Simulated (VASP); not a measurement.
# FeO (R-3m) in VASP: notebook

FeO is run at these levels: PBEsol; tasks: single point.

Program: VASP 6.6.1. These are calculated values, not measurements. Logs are shortened: lines on timing, memory, paths and dates and some standing lists are left out, and cuts for length are marked.

### 1 The cell of the first run

It takes space group R-3m (No. 166, trigonal). The conventional cell has a = 3.017 Å, b = 3.017 Å, c = 7.508 Å, α = 90.00°, β = 90.00°, γ = 120.00°. Fe (site symmetry -3m) has 6 O at 2.14 Å within 2.8 Å. Within 2.8 Å of O (site symmetry -3m) lie 6 Fe at 2.14 Å.

### 2 Single point, PBEsol, collinear spin, ferromagnetic start

Input file INCAR:

```
SYSTEM = FeO
PREC = Accurate ; ENCUT = 520
EDIFF = 1E-7 ; ISMEAR = -1
SIGMA = 0.05 ; LREAL = .FALSE.
LASPH = .TRUE. ; NELM = 150
ALGO = Normal ; ISIF = 2
LWAVE = .FALSE. ; LCHARG = .FALSE.
ISPIN = 2 ; MAGMOM = 3 0
LORBIT = 11 ; LMAXMIX = 4
GGA = PS ; NBANDS = 18
```

Input file KPOINTS:

```
Automatic mesh
0
G
  11 11 11
  0 0 0
```

Input file POSCAR:

```
FeO
1.0
    1.5086271663      0.8710063006      2.5026668604
   -1.5086271663      0.8710063006      2.5026668604
    0.0000000000     -1.7420126011      2.5026668604
Fe O
1 1
Direct
    0.0000000000      0.0000000000      0.0000000000
    0.5000000000      0.5000000000      0.5000000000
```

Potentials or basis: VASP PAW PBE potentials, release 64 (Fe, O).

On the command line:

```
cat potpaw_PBE.64/Fe/POTCAR potpaw_PBE.64/O/POTCAR > POTCAR
mpirun -np 1 vasp_std > vasp.out
```

OUTCAR:

```text
SYSTEM = FeO
   PREC = Accurate
   ENCUT = 520
   EDIFF = 1E-7
   ISMEAR = -1
   LREAL = .FALSE.
   LASPH = .TRUE.
   NELM = 150
   ISIF = 2
   ISPIN = 2
   LORBIT = 11
   GGA = PS

 ion  position               nearest neighbor table
   1  0.000  0.000  0.000-   2 2.14   2 2.14   2 2.14   2 2.14   2 2.14   2 2.14
   2  0.500  0.500  0.500-   1 2.14   1 2.14   1 2.14   1 2.14   1 2.14   1 2.14

  LATTYP: Found a trigonal (rhomboedric) cell.
 ALAT       =     3.0492538951
 COS(alpha) =     0.5104391626

  Lattice vectors:

 A1 = (   1.5086271663,   0.8710063006,   2.5026668604)
 A2 = (  -1.5086271663,   0.8710063006,   2.5026668604)
 A3 = (   0.0000000000,  -1.7420126011,   2.5026668604)

Analysis of symmetry for initial positions (statically):
=====================================================================
 Subroutine PRICEL returns:
 Original cell was already a primitive cell.

 Routine SETGRP: Setting up the symmetry group for a
 trigonal (rhombohedral) supercell.

 Subroutine GETGRP returns: Found 12 space group operations
 (whereof 12 operations were pure point group operations)
 out of a pool of 12 trial point group operations.

The static configuration has the point symmetry D_3d.

Analysis of symmetry for dynamics (positions and initial velocities):
=====================================================================
 Subroutine PRICEL returns:
 Original cell was already a primitive cell.

 Routine SETGRP: Setting up the symmetry group for a
 trigonal (rhombohedral) supercell.

 Subroutine GETGRP returns: Found 12 space group operations
 (whereof 12 operations were pure point group operations)
 out of a pool of 12 trial point group operations.

The dynamic configuration has the point symmetry D_3d.

Analysis of structural, dynamic, and magnetic symmetry:
=====================================================================
 Subroutine PRICEL returns:
 Original cell was already a primitive cell.

 Routine SETGRP: Setting up the symmetry group for a
 trigonal (rhombohedral) supercell.

 Subroutine GETGRP returns: Found 12 space group operations
 (whereof 12 operations were pure point group operations)
 out of a pool of 12 trial point group operations.

The overall configuration has the point symmetry D_3d.

 Subroutine INISYM returns: Found 12 space group operations
 (whereof 12 operations are pure point group operations),
 and found     1 'primitive' translations

[... 115 lines left out ...]
  volume/ion in A,a.u.               =       9.87        66.58
  Fermi-wavevector in a.u.,A,eV,Ry     =   1.460153  2.759289 29.008254  2.132047
  Thomas-Fermi vector in A             =   2.576636
   LORBIT       =     11    0 simple, 1 ext, 2 COOP (PROOUT), +10 PAW based schemes
   GGA     = PS    functional components
   LHFCALC =     F    Hartree Fock is set to
   AEXX    =    0.0000 exact exchange contribution
   IVDW    =     0    specifies the selected vdW correction
   LEPSILON=     F    determine dielectric tensor
   LRPA    =     F    only Hartree local field effects (RPA)
 spin polarized calculation
  energy-cutoff  :      520.00
  volume of cell :       19.73
 maximum number of plane-waves:       544
   NGX = 11   NGY = 11   NGZ = 11

 number of electron      13.9999997 magnetization       3.9998665

 Free energy of the ion-electron system (eV)
  ---------------------------------------------------
  ext. energy  EPLUGINS =         0.00000000
  ---------------------------------------------------
  free energy    TOTEN  =       -15.85595498 eV

  energy without entropy =      -15.84454699  energy(sigma->0) =      -15.85025098

 E-fermi :   6.2273     XC(G=0): -12.4941

 val. band max:        6.2259403585   @ k =   0.2727   0.0909   0.0909
 cond. band min:       6.2374657396   @ k =   0.2727   0.1818   0.1818
 fundamental gap:      0.0115253810
 Fermi energy:         6.2273154940

 spin component 1

 k-point     1 :       0.0000    0.0000    0.0000
  band No.  band energies     occupation
      1     -14.5851      1.00000
      2       2.2720      1.00000
      3       2.2904      1.00000
      4       2.3567      1.00000
      5       2.3567      1.00000
      6       2.3751      1.00000
[... 493 lines left out ...]
     17      33.0262      0.00000
     18      34.7196      0.00000

 [... further k-points ...]

 spin component 2

 k-point     1 :       0.0000    0.0000    0.0000
  band No.  band energies     occupation
      1     -14.0198      1.00000
      2       2.8716      1.00000
      3       2.9774      1.00000
      4       2.9774      1.00000
      5       5.4045      1.00000
      6       5.4952      1.00000
[... 493 lines left out ...]
     17      33.9044      0.00000
     18      35.4792      0.00000

 [... further k-points ...]

------------------------ aborting loop because EDIFF is reached ----------------------------------------

  FORCE on cell =-STRESS in cart. coord.  units (eV):
  Direction    XX          YY          ZZ          XY          YZ          ZX
  --------------------------------------------------------------------------------------
  -------------------------------------------------------------------------------------
  Total       -0.6582066     -0.6582066     -0.7780932      0.0000000     -0.0000000      0.0000000
  in kB      -53.4460147    -53.4460147    -63.1807371      0.0000000     -0.0000000      0.0000000
  external PRESSURE =     -56.6909221 kB  Pullay stress =       0.0000000 kB

 VOLUME and BASIS-vectors are now :
 -----------------------------------------------------------------------------
  energy-cutoff  :      520.00
  volume of cell :       19.73
      direct lattice vectors                 reciprocal lattice vectors
     1.508627166  0.871006301  2.502666860     0.331427149  0.191349553  0.133191252
    -1.508627166  0.871006301  2.502666860    -0.331427149  0.191349553  0.133191252
     0.000000000 -1.742012601  2.502666860     0.000000000 -0.382699107  0.133191252

 POSITION                                       TOTAL-FORCE (eV/Angst)
 -----------------------------------------------------------------------------------
      0.00000      0.00000      0.00000         0.000000     -0.000000     -0.000000
      0.00000      0.00000      3.75400        -0.000000      0.000000      0.000000
 -----------------------------------------------------------------------------------
    total drift:                               -0.000000      0.000000     -0.000000

  FREE ENERGIE OF THE ION-ELECTRON SYSTEM (eV)
  ---------------------------------------------------
  free  energy   TOTEN  =       -15.8559549782 eV

  energy  without entropy=      -15.8445469870  energy(sigma->0) =      -15.85025098

 total charge

# of ion       s       p       d       tot
------------------------------------------
    1        0.296   0.374   6.096   6.767
    2        1.551   3.423   0.000   4.974
--------------------------------------------------
tot          1.848   3.797   6.096  11.741

 magnetization (x)

# of ion       s       p       d       tot
------------------------------------------
    1        0.026   0.021   3.561   3.608
    2        0.031   0.276   0.000   0.306
--------------------------------------------------
tot          0.057   0.297   3.561   3.915
```

OSZICAR:

```text
N       E                     dE             d eps       ncg     rms          rms(c)
DAV:   1     0.661332856121E+02    0.66133E+02   -0.67147E+03 11392   0.909E+02
DAV:   2    -0.138132480425E+02   -0.79947E+02   -0.68494E+02 10836   0.204E+02
DAV:   3    -0.181141315628E+02   -0.43009E+01   -0.41777E+01 12138   0.505E+01
DAV:   4    -0.181445470579E+02   -0.30415E-01   -0.30399E-01 12758   0.405E+00
DAV:   5    -0.181447471913E+02   -0.20013E-03   -0.20012E-03 12548   0.340E-01    0.171E+01
DAV:   6    -0.165516496907E+02    0.15931E+01   -0.14369E+01 13858   0.560E+01    0.196E+01
DAV:   7    -0.158910285599E+02    0.66062E+00   -0.30265E+00 13342   0.332E+01    0.955E+00
DAV:   8    -0.158774362141E+02    0.13592E-01   -0.15653E-01 13080   0.422E+00    0.535E+00
DAV:   9    -0.158575311744E+02    0.19905E-01   -0.71066E-02 16944   0.411E+00    0.114E+00
DAV:  10    -0.158558363849E+02    0.16948E-02   -0.16414E-02 14618   0.263E+00    0.206E-01
DAV:  11    -0.158559064955E+02   -0.70111E-04   -0.27750E-03 13544   0.488E-01    0.804E-02
DAV:  12    -0.158559466425E+02   -0.40147E-04   -0.66180E-05 14134   0.114E-01    0.417E-02
DAV:  13    -0.158559530631E+02   -0.64206E-05   -0.12190E-05 15006   0.472E-02    0.162E-02
DAV:  14    -0.158559550644E+02   -0.20013E-05   -0.30025E-06 11740   0.140E-02    0.579E-03
DAV:  15    -0.158559549782E+02    0.86159E-07   -0.23515E-07 10704   0.505E-03
   1 F= -.15855955E+02 E0= -.15850251E+02  d E =-.114080E-01  mag=     4.0000
```

stdout:

```text
POSCAR found type information on POSCAR FeO
 POSCAR found :  2 types and       2 ions
 scaLAPACK will be used
 -----------------------------------------------------------------------------
|                                                                             |
|                                                                             |
|     You enforced a specific xc type in the INCAR file but a different       |
|     I HOPE YOU KNOW WHAT YOU ARE DOING!                                     |
|                                                                             |
 -----------------------------------------------------------------------------

 LDA part: xc-table for (Slater+PW92), standard interpolation
 POSCAR, INCAR and KPOINTS ok, starting setup
 FFT: planning ... GRIDC
 FFT: planning ... GRID_SOFT
 FFT: planning ... GRID
 WAVECAR not read
 entering main loop
```

Run time: 73 s. Hardware: 1 thread of AMD EPYC 9R45 (Zen 5), shared host; peak memory 0.17 GiB.

What came out:

- Free energy: -15.8560 eV
- Pressure: -5.7 GPa
- Band gap on the k mesh: zero (filled and empty bands overlap)
- Net moment: 4.00 μB per cell
- Site moments: Fe +3.61; O +0.31 μB
- Valence electrons inside the program's atomic spheres: Fe 6.77; O 4.97

Caveat: the cell stands under tension; the PAW data sets were made with another functional, which shifts forces and pressure a little; a cell with one magnetic atom can't hold antiferromagnetic order, which such compounds often take; semilocal functionals often make such compounds metallic where correlation or magnetic order opens a gap, which also shifts bond lengths. With open d or f shells a metallic result of PBEsol can be an artefact of self-interaction; +U or a hybrid may open a gap.

### 3 Single point, PBEsol, collinear spin, ferromagnetic start

This run uses another cell than the first one, of 10.27 Å³/atom.

Input file INCAR:

```
ALGO = Normal ; EDIFF = 1E-6
ENCUT = 520 ; GGA = PS
ISIF = 2 ; ISMEAR = -1
ISPIN = 2 ; LASPH = True
LCHARG = False ; LMAXMIX = 4
LORBIT = 11 ; LREAL = False
LWAVE = False ; MAGMOM = 3 0
NBANDS = 18 ; NELM = 150
PREC = Accurate ; SIGMA = 0.05
```

Input file KPOINTS:

```
k-points
0
Gamma
  11 11 11
```

Input file POSCAR:

```
FeO
1.0
    1.5288796120      0.8826990556      2.5362637132
   -1.5288796120      0.8826990556      2.5362637132
    0.0000000000     -1.7653981111      2.5362637132
Fe O
1 1
Direct
    0.0000000000      0.0000000000      0.0000000000
    0.5000000000      0.5000000000      0.5000000000
```

Potentials or basis: VASP PAW PBE potentials, release 64 (Fe, O).

On the command line:

```
cat potpaw_PBE.64/Fe/POTCAR potpaw_PBE.64/O/POTCAR > POTCAR
mpirun -np 1 vasp_std > vasp.out
```

Run time: 71 s. Hardware: 1 thread of AMD EPYC 9R45 (Zen 5), shared host; peak memory 0.17 GiB.

It converged, with:

```yaml
Free_energy: -15.8111 eV
Pressure: -12.4 GPa
Band_gap_on_the_k_mesh: zero (filled and empty bands overlap)
Net_moment: 4.00 μB per cell
Site_moments: Fe +3.62; O +0.30 μB
Valence_electrons_inside_the_program's_atomic_spheres: Fe 6.70; O 4.95
```

Stress tensor (GPa, compression positive):
```
-12.06   0.00   0.00
  0.00 -12.06   0.00
  0.00   0.00 -13.13
```

Levels at points of the mesh, in eV from the Fermi level:
Spin up:
```tsv
k point	band 5	band 6	band 7	band 8	band 9	band 10	band 11	band 12	band 13	band 14
(0.00, 0.00, 0.00)	-3.81	-3.71	-3.71	-3.66	-3.66	-0.15	15.14	16.39	16.80	16.80
```
Spin down:
```tsv
k point	band 2	band 3	band 4	band 5	band 6	band 7	band 8	band 9
(0.00, 0.00, 0.00)	-3.23	-3.13	-3.13	-0.77	-0.68	-0.68	0.13	0.13
```

Caveat: the cell stands under tension; the PAW data sets were made with another functional, which shifts forces and pressure a little; a cell with one magnetic atom can't hold antiferromagnetic order, which such compounds often take; semilocal functionals often make such compounds metallic where correlation or magnetic order opens a gap, which also shifts bond lengths.

### 4 Single point, PBEsol, collinear spin, ferromagnetic start

This run uses another cell than the first one, of 10.47 Å³/atom.

Input file INCAR:

```
SYSTEM = FeO
  PREC = Accurate
  ENCUT = 520
  EDIFF = 1E-6
  ISMEAR = -1
  SIGMA = 0.05
  LREAL = .False.
  LASPH = .True.
  NELM = 150
  ALGO = Normal
  ISIF = 2
  LWAVE = .False.
  LCHARG = .False.
  ISPIN = 2
  MAGMOM = 3 0
  LORBIT = 11
  LMAXMIX = 4
  GGA = PS
  NBANDS = 18
```

Input file KPOINTS:

```
Automatic mesh
0
Gamma
  11 11 11
  0 0 0
```

Input file POSCAR:

```
FeO
1.0
    1.5388076799      0.8884310282      2.5527334195
   -1.5388076799      0.8884310282      2.5527334195
    0.0000000000     -1.7768620564      2.5527334195
Fe O
1 1
Direct
    0.0000000000      0.0000000000      0.0000000000
    0.5000000000      0.5000000000      0.5000000000
```

Potentials or basis: VASP PAW PBE potentials, release 64 (Fe, O).

On the command line:

```
cat potpaw_PBE.64/Fe/POTCAR potpaw_PBE.64/O/POTCAR > POTCAR
mpirun -np 1 vasp_std > vasp.out
```

OUTCAR:

```text
SYSTEM = FeO
   PREC = Accurate
   ENCUT = 520
   EDIFF = 1E-6
   ISMEAR = -1
   LREAL = .False.
   LASPH = .True.
   NELM = 150
   ISIF = 2
   ISPIN = 2
   LORBIT = 11
   GGA = PS

 ion  position               nearest neighbor table
   1  0.000  0.000  0.000-   2 2.19   2 2.19   2 2.19   2 2.19   2 2.19   2 2.19
   2  0.500  0.500  0.500-   1 2.19   1 2.19   1 2.19   1 2.19   1 2.19   1 2.19

  LATTYP: Found a trigonal (rhomboedric) cell.
 ALAT       =     3.1102550826
 COS(alpha) =     0.5104391626

  Lattice vectors:

 A1 = (   1.5388076799,   0.8884310282,   2.5527334195)
 A2 = (  -1.5388076799,   0.8884310282,   2.5527334195)
 A3 = (   0.0000000000,  -1.7768620564,   2.5527334195)

Analysis of symmetry for initial positions (statically):
=====================================================================
 Subroutine PRICEL returns:
 Original cell was already a primitive cell.

 Routine SETGRP: Setting up the symmetry group for a
 trigonal (rhombohedral) supercell.
[... 702 lines left out ...]
      4       2.5185      1.00000
      5       4.8539      1.00000
      6       4.9371      1.00000
[... 493 lines left out ...]
     17      32.2339      0.00000
     18      33.8532      0.00000

 [... further k-points ...]

------------------------ aborting loop because EDIFF is reached ----------------------------------------

  FORCE on cell =-STRESS in cart. coord.  units (eV):
  Direction    XX          YY          ZZ          XY          YZ          ZX
  --------------------------------------------------------------------------------------
  -------------------------------------------------------------------------------------
  Total       -1.9455239     -1.9455239     -2.0892152      0.0000000      0.0000000      0.0000000
  in kB     -148.8614915   -148.8614915   -159.8560136      0.0000000      0.0000000      0.0000000
  external PRESSURE =    -152.5263322 kB  Pullay stress =       0.0000000 kB

 VOLUME and BASIS-vectors are now :
 -----------------------------------------------------------------------------
  energy-cutoff  :      520.00
  volume of cell :       20.94
      direct lattice vectors                 reciprocal lattice vectors
     1.538807680  0.888431028  2.552733419     0.324926894  0.187596630  0.130578983
    -1.538807680  0.888431028  2.552733419    -0.324926894  0.187596630  0.130578983
     0.000000000 -1.776862056  2.552733419     0.000000000 -0.375193260  0.130578983

 POSITION                                       TOTAL-FORCE (eV/Angst)
 -----------------------------------------------------------------------------------
      0.00000      0.00000      0.00000         0.000000     -0.000000      0.000000
      0.00000      0.00000      3.82910        -0.000000      0.000000     -0.000000
 -----------------------------------------------------------------------------------
    total drift:                               -0.000000      0.000000     -0.000000

  FREE ENERGIE OF THE ION-ELECTRON SYSTEM (eV)
  ---------------------------------------------------
  free  energy   TOTEN  =       -15.7769876755 eV

  energy  without entropy=      -15.7644921515  energy(sigma->0) =      -15.77073991

 total charge

# of ion       s       p       d       tot
------------------------------------------
    1        0.280   0.335   6.055   6.670
    2        1.551   3.391   0.000   4.943
--------------------------------------------------
tot          1.832   3.726   6.055  11.613

 magnetization (x)

# of ion       s       p       d       tot
------------------------------------------
    1        0.026   0.020   3.572   3.618
    2        0.028   0.266   0.000   0.294
--------------------------------------------------
tot          0.055   0.286   3.572   3.912
```

stdout:

```text
POSCAR found type information on POSCAR FeO
 POSCAR found :  2 types and       2 ions
 scaLAPACK will be used
 -----------------------------------------------------------------------------
|                                                                             |
|                                                                             |
|     You enforced a specific xc type in the INCAR file but a different       |
|     I HOPE YOU KNOW WHAT YOU ARE DOING!                                     |
|                                                                             |
 -----------------------------------------------------------------------------

 LDA part: xc-table for (Slater+PW92), standard interpolation
 POSCAR, INCAR and KPOINTS ok, starting setup
 FFT: planning ... GRIDC
 FFT: planning ... GRID_SOFT
 FFT: planning ... GRID
 WAVECAR not read
 entering main loop
```

It took 72 s on 1 thread of AMD EPYC 9R45 (Zen 5), shared host; peak memory 0.18 GiB.

What came out:

| Quantity | Value |
| --- | --- |
| Free energy | -15.7770 eV |
| Pressure | -15.3 GPa |
| Band gap on the k mesh | zero (filled and empty bands overlap) |
| Net moment | 4.00 μB per cell |
| Site moments | Fe +3.62; O +0.29 μB |
| Valence electrons inside the program's atomic spheres | Fe 6.67; O 4.94 |

Caveat: the cell stands under tension; the PAW data sets were made with another functional, which shifts forces and pressure a little; a cell with one magnetic atom can't hold antiferromagnetic order, which such compounds often take; semilocal functionals often make such compounds metallic where correlation or magnetic order opens a gap, which also shifts bond lengths. With open d or f shells a metallic result of PBEsol can be an artefact of self-interaction; +U or a hybrid may open a gap.

### 5 Overview

| cell | gap on the mesh (eV) | pressure (GPa) | moment (μB) |
| --- | --- | --- | --- |
| a = 3.049 Å, angles 59.3°, 2 atoms | none | -5.7 | 4.00 |
| a = 3.090 Å, angles 59.3°, 2 atoms | none | -12.4 | 4.00 |
| a = 3.110 Å, angles 59.3°, 2 atoms | none | -15.3 | 4.00 |

Alike in all rows: task single point; level PBEsol; potentials or basis VASP PAW PBE potentials, release 64 (Fe, O); spin collinear, ferromagnetic start; k mesh 11 × 11 × 11; cutoff (eV) 520; smearing fermi-dirac 0.05 eV.

Caveats: the cell stands under tension; the PAW data sets were made with another functional, which shifts forces and pressure a little; a cell with one magnetic atom can't hold antiferromagnetic order, which such compounds often take; semilocal functionals often make such compounds metallic where correlation or magnetic order opens a gap, which also shifts bond lengths.

Absolute energies hang on the potentials; compare differences alone.
